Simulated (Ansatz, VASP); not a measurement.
## One calculation of Cu4Mo, two programs

```
CELL_PARAMETERS angstrom
4.15522 0.00000 0.00000
-2.07761 3.59852 0.00000
0.00000 0.00000 4.81586
ATOMIC_POSITIONS crystal
Cu 0.33333 0.66667 0.75677
Cu 0.33333 0.66667 0.24323
Cu 0.66667 0.33333 0.24323
Cu 0.66667 0.33333 0.75677
Mo 0.00000 0.00000 0.50000
```

Alike in both runs: functional PBE; k mesh 6 × 6 × 4; occupations gaussian, width 0.1 eV; no spin polarisation.

Ansatz relaxed the structure, and its values are those at the end. VASP's run is a single point on that final structure, the one shown.

```csv
,VASP,Ansatz
version,VASP 6.6.1,Ansatz 0.2.0
potentials or method,"VASP PAW PBE potentials, release 64 (Cu, Mo_sv), cutoff 520 eV","scalar-relativistic, plane waves, PAW"
valence electrons in the cell,58,90
```

Ansatz gave:

```
gap on the k mesh at the Fermi level (eV) : none
pressure (GPa)                            : 0.0
```

Task: Which values does VASP return?

Result: gap on the k mesh at the Fermi level (eV): none; pressure (GPa): 0.4.

A gap of «none» marks a metal or a gap that the smearing closes. With one functional, cell and mesh, what is left measures potentials, basis and numerics. VASP's potentials hold 58 valence electrons a cell and Ansatz's 90, so a difference there can come from the potentials and not from the codes.
